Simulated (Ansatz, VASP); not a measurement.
One calculation of Li2O, two programs

```
Li O
1.0
     0.00000    2.30178    2.30178
     2.30178    0.00000    2.30178
     2.30178    2.30178    0.00000
Li O
2 1
Direct
  0.25000 0.25000 0.25000
  0.75000 0.75000 0.75000
  0.00000 0.00000 0.00000
```

Change from the starting cell: volume scaled by 0.99.

Alike in both runs: task single point; functional PBEsol; k mesh 9 × 9 × 9; occupations fermi-dirac, width 0.03 eV; no spin polarisation.

|  | VASP | Ansatz |
| --- | --- | --- |
| version | VASP 6.6.1 | Ansatz 0.2.0 |
| potentials or method | VASP PAW PBE potentials, release 64 (Li_sv, O), cutoff 750 eV | all-electron LAPW, scalar-relativistic |

```csv
,VASP,Ansatz,Ansatz less VASP
gap on the k mesh at the Fermi level (eV),4.95,4.95,+0.008
pressure (GPa),-1.2,-1.4,-0.19
```

VASP's potentials were made for PBE, not for PBEsol. Ansatz ran all-electron here, and VASP with PAW potentials.
